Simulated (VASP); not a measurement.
Input of a VASP 6.6.1 run:

File POSCAR:

```
CdTe
1.0
    0.0000000000      3.2471758892      3.2471758892
    3.2471758892      0.0000000000      3.2471758892
    3.2471758892      3.2471758892      0.0000000000
Cd Te
1 1
Direct
    0.0000000000      0.0000000000      0.0000000000
    0.2500000000      0.2500000000      0.2500000000
```

File INCAR.step1:

```
  PREC = Accurate
  ENCUT = 550
  ISMEAR = 0
  SIGMA = 0.01
  LREAL = False
  LASPH = True
  NELM = 120
  NBANDS = 16
  GGA = PE
  ALGO = Normal
  EDIFF = 1E-5
  LWAVE = True
  LCHARG = False
  GGA_COMPAT = False
```

Contents of INCAR.step2:

```
  PREC = Accurate
  ENCUT = 550
  EDIFF = 1E-6
  ISMEAR = 0
  SIGMA = 0.01
  LREAL = False
  LASPH = True
  NELM = 120
  ALGO = Normal
  ISIF = 2
  LWAVE = False
  LCHARG = False
  METAGGA = R2SCAN
  LMIXTAU = True
  NBANDS = 16
  ISTART = 1
  GGA_COMPAT = False
```

KPOINTS

```
Automatic mesh
0
Gamma
  6 6 6
```

Potentials or basis: VASP PAW PBE potentials, release 64 (Cd, Te).

Run with:

```sh
$ cat potpaw_PBE.64/Cd/POTCAR potpaw_PBE.64/Te/POTCAR > POTCAR
$ cp INCAR.step1 INCAR
$ mpirun -np 1 vasp_std > vasp.out
$ cp INCAR.step2 INCAR
$ mpirun -np 1 vasp_std > vasp.out
```

(1) Predict the pressure.

(2) What does it give for the band gap on the k mesh?

Results:

(1) 1.4 GPa.

(2) 1.25 eV.

Caveat: the PAW data sets were made with another functional, which shifts forces and pressure a little; spin-orbit coupling is left out, which moves the levels of the heavy elements.
